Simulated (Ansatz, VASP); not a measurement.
# Two plane-wave programs on Rh

Contents of INCAR:

```
SYSTEM = Rh
PREC = Accurate ; ENCUT = 520
EDIFF = 1E-6 ; ISMEAR = 0
SIGMA = 0.15 ; LREAL = .FALSE.
LASPH = .TRUE. ; NELM = 80
ALGO = Fast ; ISIF = 2
LWAVE = .FALSE. ; LCHARG = .FALSE.
GGA = PE ; NBANDS = 22
```

File KPOINTS:

```
Automatic mesh
0
G
  22 22 16
  0 0 0
```

Contents of POSCAR:

```
Rh
1.0
    0.0000000000     -1.9149654119     -1.9149654119
    0.0000000000      1.9149654119     -1.9149654119
    3.8299308238      0.0000000000      0.0000000000
Rh
2
Direct
    0.4510435022      0.5489564978      0.5000000000
    0.0489564978     -0.0489564978      0.0000000000
```

Input for Ansatz:

```yaml
crystal:
  lattice:
    - [0.0, -1.9149654119, -1.9149654119]
    - [0.0, 1.9149654119, -1.9149654119]
    - [3.8299308238, 0.0, 0.0]
  atoms:
    - { symbol: Rh, position: [0.4510435022, 0.5489564978, 0.5] }
    - { symbol: Rh, position: [0.0489564978, -0.0489564978, 0.0] }
basis:
  ecutwfc: 420
kpoints:
  mp_grid: { grid: [22, 22, 16] }
hamiltonian:
  xc: pbe
scf:
  occupations: { method: gaussian, width: 0.15 }
output:
  forces: true
  stress: true
  eigenvalues: true
```

Change from the starting cell: mode 4 (178.8 1/cm) frozen in, largest displacement +0.188 Å.

Alike in both runs: task single point; functional PBE; k mesh 22 × 22 × 16; occupations gaussian, width 0.15 eV; no spin polarisation.

|  | VASP | Ansatz |
| --- | --- | --- |
| version | VASP 6.6.1 | Ansatz 0.2.0 |
| potentials or method | VASP PAW PBE potentials, release 64 (Rh_pv), cutoff 520 eV | scalar-relativistic, plane waves, PAW |
| valence electrons in the cell | 30 | 34 |

Ansatz gave:

* gap on the k mesh at the Fermi level (eV): none
* pressure (GPa): 9.4
* traceless stress, the component that is largest in VASP (GPa): -11.65
* rms of the force components (eV/Å): 1.397

Task: Which values does VASP return?

Result: gap on the k mesh at the Fermi level (eV): none; pressure (GPa): 9.5; traceless stress, the component that is largest in VASP (GPa): -11.70; rms of the force components (eV/Å): 1.403.

Atom by atom the forces differ by 0.006 eV/Å (rms over components). A gap of «none» marks a metal or a gap that the smearing closes. The functional is the same, so the differences come from potentials, cutoffs and numerics. VASP's potentials hold 30 valence electrons a cell and Ansatz's 34, so a difference there can come from the potentials and not from the codes.
